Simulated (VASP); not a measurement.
# Zn8O7 (a cell with a defect) in VASP: single point with PBE

Aim: the single point of Zn8O7 (a cell with a defect) with PBE.

All numbers are computed with VASP 6.6.1; they aren't measurements. Logs are shortened: lines on timing, memory, paths and dates and some standing lists are left out, and cuts for length are marked.

## Step 1: The cell of the first run

The cell holds a defect, 15 atoms: a = 6.227 Å, b = 6.227 Å, c = 6.559 Å, α = 105.27°, β = 105.27°, γ = 116.44°.

## Step 2: Single point, PBE

INCAR

```
  PREC = Accurate
  ENCUT = 520
  EDIFF = 1E-6
  ISMEAR = 0
  SIGMA = 0.05
  LREAL = Auto
  LASPH = True
  NELM = 60
  ALGO = Normal
  ISIF = 2
  LWAVE = False
  LCHARG = False
  GGA = PE
  NELECT = 136.0
  NBANDS = 82
```

KPOINTS

```
regular mesh
0
Gamma
  4 4 4
```

POSCAR

```
Zn8O7
1.0
   -3.2794753222      0.0000000000     -5.2931304608
   -3.2794753222      0.0000000000      5.2931304608
    3.2794753222      5.6802178802      0.0000000000
Zn O
8 7
Direct
    0.7012541843      0.7193130628      0.3583756896
    0.1390625777      0.1571214562      0.3583756896
    0.6612225923      0.6688868659      0.8301093549
    0.1340320083      0.1548605144      0.7888926260
    0.0824571640      0.5825385468      0.1649956075
    0.6104276195      0.0490086215      0.1594361377
    0.0827225290      0.5854713314      0.6702021085
    0.5847308280      0.0874795285      0.6702021085
    0.9764051467      0.3584218900      0.3333717192
    0.4708445970      0.8579244197      0.8287689133
    0.9792760601      0.3569483044      0.8362242611
    0.8910627770      0.7727598172      0.1638225891
    0.4749497800     -0.1430334766      0.3333717192
    0.8920892893      0.7705640398      0.6685924871
    0.3980283982      0.2765031487      0.6685924871
```

Potentials or basis: VASP PAW PBE potentials, release 64 (Zn, O).

Run with:

```console
$ cat potpaw_PBE.64/Zn/POTCAR potpaw_PBE.64/O/POTCAR > POTCAR
$ mpirun -np 1 vasp_std > vasp.out
```

OUTCAR:

```text
PREC = Accurate
   ENCUT = 520
   EDIFF = 1E-6
   ISMEAR = 0
   LREAL = Auto
   LASPH = True
   NELM = 60
   ISIF = 2
   GGA = PE
   NELECT = 136.0

 ion  position               nearest neighbor table
   1  0.701  0.719  0.358-  14 1.92  13 1.94  12 1.95   4 2.84   2 2.87   6 2.88
   2  0.139  0.157  0.358-  15 1.92   9 1.94  12 1.95   4 2.84   1 2.87   6 2.88
   3  0.661  0.669  0.830-  14 1.98  15 1.98  10 2.01  12 2.01   6 2.95
   4  0.134  0.155  0.789-  11 1.91  14 1.95  15 1.95   1 2.84   2 2.84
   5  0.082  0.583  0.165-  11 1.98  13 1.99   9 1.99  12 2.02
   6  0.610  0.049  0.159-  10 1.90   9 1.94  13 1.94   2 2.88   1 2.88   3 2.95
   7  0.083  0.585  0.670-  10 1.97  14 1.99  11 2.00   9 2.02
   8  0.585  0.087  0.670-  10 1.97  15 1.99  11 2.00  13 2.02
   9  0.976  0.358  0.333-   6 1.94   2 1.94   5 1.99   7 2.02
  10  0.471  0.858  0.829-   6 1.90   8 1.97   7 1.97   3 2.01
  11  0.979  0.357  0.836-   4 1.91   5 1.98   7 2.00   8 2.00
  12  0.891  0.773  0.164-   2 1.95   1 1.95   3 2.01   5 2.02
  13  0.475  0.857  0.333-   6 1.94   1 1.94   5 1.99   8 2.02
  14  0.892  0.771  0.669-   1 1.92   4 1.95   3 1.98   7 1.99
  15  0.398  0.277  0.669-   2 1.92   4 1.95   3 1.98   8 1.99

  LATTYP: Found a face centered orthorhombic cell.
 ALAT       =     6.5589506444
 B/A-ratio  =     1.6140174695
 C/A-ratio  =     1.7320508076

  Lattice vectors:

 A1 = (   0.0000000000,   5.6802178802,   5.2931304608)
 A2 = (  -3.2794753222,   5.6802178802,   0.0000000000)
 A3 = (  -3.2794753222,   0.0000000000,   5.2931304608)

Analysis of symmetry for initial positions (statically):
=====================================================================
 Subroutine PRICEL returns:
 Original cell was already a primitive cell.

 Routine SETGRP: Setting up the symmetry group for a
 face centered orthorhombic supercell.

 Subroutine GETGRP returns: Found  2 space group operations
 (whereof  1 operations were pure point group operations)
 out of a pool of  8 trial point group operations.

The static configuration has the point symmetry C_1 .
 The point group associated with its full space group is C_1h.

Analysis of symmetry for dynamics (positions and initial velocities):
=====================================================================
 Subroutine PRICEL returns:
 Original cell was already a primitive cell.

 Routine SETGRP: Setting up the symmetry group for a
[... 147 lines left out ...]
   ISMEAR =     0;   SIGMA  =   0.05  broadening in eV -4-tet -1-fermi 0-gaus
   EFERMI_NEDOS =   21; number of points for ismear=-14 and -15
   IALGO  =     38    algorithm
   IMIX   =      4    mixing-type and parameters
     AMIX     =   0.40;   BMIX     =  1.00
     AMIX_MAG =   1.60;   BMIX_MAG =  1.00
  volume/ion in A,a.u.               =      13.15        88.72
  Fermi-wavevector in a.u.,A,eV,Ry     =   1.446385  2.733271 28.463778  2.092029
  Thomas-Fermi vector in A             =   2.564459
   LORBIT       =      0    0 simple, 1 ext, 2 COOP (PROOUT), +10 PAW based schemes
   GGA     = PE    functional components
   LHFCALC =     F    Hartree Fock is set to
   AEXX    =    0.0000 exact exchange contribution
   IVDW    =     0    specifies the selected vdW correction
   LEPSILON=     F    determine dielectric tensor
   LRPA    =     F    only Hartree local field effects (RPA)
 non-spin polarized calculation
 Gauss-broadening in eV      SIGMA  =   0.05
  energy-cutoff  :      520.00
  volume of cell :      197.20
 maximum number of plane-waves:      5348
 NGX is ok and might be reduce to    48
   NGX = 23   NGY = 23   NGZ = 25

 number of electron     136.0000003 magnetization

 Free energy of the ion-electron system (eV)
  ---------------------------------------------------
  ext. energy  EPLUGINS =         0.00000000
  ---------------------------------------------------
  free energy    TOTEN  =       -65.85098549 eV

  energy without entropy =      -65.85044712  energy(sigma->0) =      -65.85071630

 E-fermi :   0.6532     XC(G=0): -10.2161

 val. band max:        0.6175477465   @ k =   0.0000   0.0000   0.0000
 cond. band min:       0.6885652635   @ k =   0.0000   0.0000   0.0000
 fundamental gap:      0.0710175170
 Fermi energy:         0.6531656644

 k-point     1 :       0.0000    0.0000    0.0000
  band No.  band energies     occupation
      1     -17.3050      2.00000
      2     -16.8049      2.00000
      3     -16.7810      2.00000
      4     -16.6872      2.00000
      5     -16.6252      2.00000
      6     -16.4805      2.00000
[... 1981 lines left out ...]
     79       9.0712      0.00000
     80       9.3545      0.00000
 [bands above 80 left out]

------------------------ aborting loop because EDIFF is reached ----------------------------------------

  FORCE on cell =-STRESS in cart. coord.  units (eV):
  Direction    XX          YY          ZZ          XY          YZ          ZX
  --------------------------------------------------------------------------------------
  -------------------------------------------------------------------------------------
  Total       -7.5517647     -6.9355940     -7.9716622      0.0000000     -0.2129660      0.0000000
  in kB      -61.3545929    -56.3484905    -64.7660656      0.0000000     -1.7302506      0.0000000
  external PRESSURE =     -60.8230497 kB  Pullay stress =       0.0000000 kB

 VOLUME and BASIS-vectors are now :
 -----------------------------------------------------------------------------
  energy-cutoff  :      520.00
  volume of cell :      197.20
      direct lattice vectors                 reciprocal lattice vectors
    -3.279475322  0.000000000 -5.293130461    -0.152463413  0.088024792 -0.094462059
    -3.279475322  0.000000000  5.293130461    -0.152463413  0.088024792  0.094462059
     3.279475322  5.680217880  0.000000000     0.000000000  0.176049585  0.000000000

 POSITION                                       TOTAL-FORCE (eV/Angst)
 -----------------------------------------------------------------------------------
     -3.48343      2.03565      0.09559         0.029280     -0.030030     -0.013494
      0.20396      2.03565      0.09559        -0.029280     -0.030030     -0.013494
     -1.63974      4.71520      0.04057         0.000000      0.010932     -0.000144
      1.63974      4.48108      0.11025         0.000000      0.032945     -0.025101
     -1.63974      0.93721      2.64700         0.000000      0.001353      0.014395
     -1.63974      0.90563     -2.97166         0.000000      0.018430      0.036317
      0.00659      3.80689      2.66112         0.006441     -0.007738     -0.004193
     -0.00659      3.80689     -2.63202        -0.006441     -0.007738     -0.004193
     -3.28425      1.89362     -3.27107        -0.030854      0.008785      0.036684
     -1.63974      4.70759      2.04886        -0.000000     -0.040641      0.004694
     -1.63974      4.74994     -3.29406        -0.000000      0.016159      0.034109
     -4.91921      0.93055     -0.62619        -0.000000     -0.035668     -0.033158
     -3.27470      1.89362      2.02206         0.030854      0.008785      0.036684
     -3.26000      3.79775     -0.64325         0.033604      0.027228     -0.034552
     -0.01948      3.79775     -0.64325        -0.033604      0.027228     -0.034552
 -----------------------------------------------------------------------------------
    total drift:                                0.001662     -0.003751      0.003433

  FREE ENERGIE OF THE ION-ELECTRON SYSTEM (eV)
  ---------------------------------------------------
  free  energy   TOTEN  =       -65.8509854890 eV

  energy  without entropy=      -65.8504471204  energy(sigma->0) =      -65.85071630
```

It took 7.3 min on 1 thread of Intel Xeon Platinum 8559C (Emerald Rapids), shared host; peak memory 0.46 GiB.

Results:

| Property | Result |
| --- | --- |
| Free energy | -65.8510 eV |
| Largest force | 0.055 eV/Å |

Forces on the atoms (eV/Å):
```
Zn   0.029 -0.030 -0.013
Zn  -0.029 -0.030 -0.013
Zn   0.000  0.011  0.000
Zn   0.000  0.033 -0.025
Zn   0.000  0.001  0.014
Zn   0.000  0.018  0.036
Zn   0.006 -0.008 -0.004
Zn  -0.006 -0.008 -0.004
O   -0.031  0.009  0.037
O    0.000 -0.041  0.005
O    0.000  0.016  0.034
O    0.000 -0.036 -0.033
O    0.031  0.009  0.037
O    0.034  0.027 -0.035
O   -0.034  0.027 -0.035
```

Levels at points of the mesh, in eV from the Fermi level:
```
           k point  band 66  band 67  band 68  band 69  band 70  band 71
(0.00, 0.00, 0.00)    -0.26    -0.12    -0.04     0.04     2.85     4.92
(0.50, 0.00, 0.00)    -0.74    -0.64    -0.48     2.23     2.79     4.72
(0.00, 0.50, 0.00)    -0.70    -0.59    -0.53     2.23     2.87     4.49
(0.50, 0.50, 0.00)    -0.68    -0.24    -0.21     1.81     2.82     3.98
(0.00, 0.00, 0.50)    -0.82    -0.38    -0.24     1.88     2.57     4.34
(0.50, 0.50, 0.50)    -0.98    -0.92    -0.64     2.62     3.68     3.90
```

Caveat: the cell carries a net charge on a neutralising background, which shifts energy and pressure; the cell is charged against a uniform background, so pressure and absolute levels hang on convention.
